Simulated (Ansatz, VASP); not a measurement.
## One calculation of SnSb2C3, two programs

```xyz
6
Lattice="5.9734 0.0000 0.0000 -2.9867 5.1731 0.0000 0.0000 0.0000 3.2028" Properties=species:S:1:pos:R:3 pbc="T T T"
Sn    0.0000    0.0000    0.0000
Sb    0.0000    3.4487    0.0000
Sb    2.9867    1.7244    0.0000
C     2.9867    0.0000    1.6014
C     1.4933    2.5866    1.6014
C    -1.4933    2.5866    1.6014
```

Change from the starting cell: species swapped into the HoCo3B2 type (P6/mmm, No. 191).

Alike in both runs: task relaxation of cell and atoms; functional PBE; k mesh 6 × 6 × 12; occupations gaussian, width 0.1 eV; no spin polarisation.

```csv
,VASP,Ansatz
version,VASP 6.6.1,Ansatz 0.2.0
potentials or method,"VASP PAW PBE potentials, release 64 (Sn_d, Sb, C), cutoff 600 eV","scalar-relativistic, plane waves, PAW"
valence electrons in the cell,36,56
```

|  | VASP | Ansatz | Ansatz less VASP |
| --- | --- | --- | --- |
| gap on the k mesh at the Fermi level, each at its own relaxed structure (eV) | none | none | - |
| relaxed volume (Å³/atom) | 16.44 | 16.44 | +0.003 |
| relaxed length of the cell vector where the two differ most in proportion (Å) | 3.138 | 3.139 | +0.0005 |

A gap of «none» marks a metal or a gap that the smearing closes. VASP's potentials hold 36 valence electrons a cell and Ansatz's 56, so a difference there can come from the potentials and not from the codes.

Neither program's run includes spin-orbit coupling.
